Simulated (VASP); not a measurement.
# YB3: single point with PBE

The system is YB3.

```
CELL_PARAMETERS angstrom
8.27148 0.00000 0.00000
0.00000 3.10250 0.00000
0.00000 0.00000 3.50486
ATOMIC_POSITIONS crystal
Y 0.25000 0.00000 0.95512
Y 0.75000 0.00000 0.04488
B 0.51484 0.50000 0.75594
B 0.01484 0.50000 0.24406
B 0.00000 0.00000 0.50000
B 0.50000 0.00000 0.50000
B 0.98516 0.50000 0.75594
B 0.48516 0.50000 0.24406
```

| Quantity | Value |
| --- | --- |
| Program | VASP 6.6.1 |
| Task | single point |
| Functional | PBE |
| Potentials or basis | VASP PAW PBE potentials, release 64 (Y_sv, B) |
| Cutoff | 520 eV |
| k mesh | 2 × 6 × 6 |
| Occupations | gaussian, width 0.1 eV |
| Spin | no spin polarisation |
| Dipole correction | no |
| Further INCAR settings | ALGO = Normal; EDIFF = 1e-07; NBANDS = 30 |

| Quantity | Value |
| --- | --- |
| Pressure | -0.1 GPa |
| Largest force | 0.018 eV/Å |
| Band gap on the k mesh | zero (bands 20 and 21 overlap by 1.90 eV) |

Forces on the atoms (eV/Å):
```
Y    0.000  0.000  0.009
Y    0.000  0.000 -0.009
B   -0.010  0.000  0.016
B   -0.010  0.000 -0.016
B    0.000  0.000  0.000
B    0.000  0.000  0.000
B    0.010  0.000  0.016
B    0.010  0.000 -0.016
```

Stress tensor (GPa, compression positive):
```
-0.01  0.00  0.00
 0.00 -0.05  0.00
 0.00  0.00 -0.38
```

Levels at points of the mesh, in eV from the Fermi level:
```
           k point  band 18  band 19  band 20  band 21  band 22  band 23
(0.00, 0.00, 0.00)    -2.66    -1.60    -0.89    -0.09     1.47     1.66
(0.50, 0.00, 0.00)    -3.06    -0.74    -0.74     0.23     0.23     3.16
(0.00, 0.50, 0.00)    -2.67    -1.46     0.19     0.31     0.47     1.04
(0.50, 0.50, 0.00)    -2.43    -1.27    -1.27     0.57     0.57     1.73
(0.00, 0.00, 0.50)    -0.74    -0.29     0.23     1.50     1.73     2.21
(0.50, 0.00, 0.50)    -2.03     0.51     0.51     0.75     0.75     2.69
(0.00, 0.50, 0.50)    -2.40    -1.64    -0.97    -0.05     0.08     1.31
(0.50, 0.50, 0.50)    -2.61    -1.11    -1.11    -0.92    -0.92     3.56
```

Wall time 73 s on 1 thread of AMD EPYC 9R45 96-Core Processor (Zen 5) (shared host), peak memory 0.22 GiB.

Caveat: the k points lie up to 0.38 Å⁻¹ apart, too coarse for converged energies and pressures of a metal.
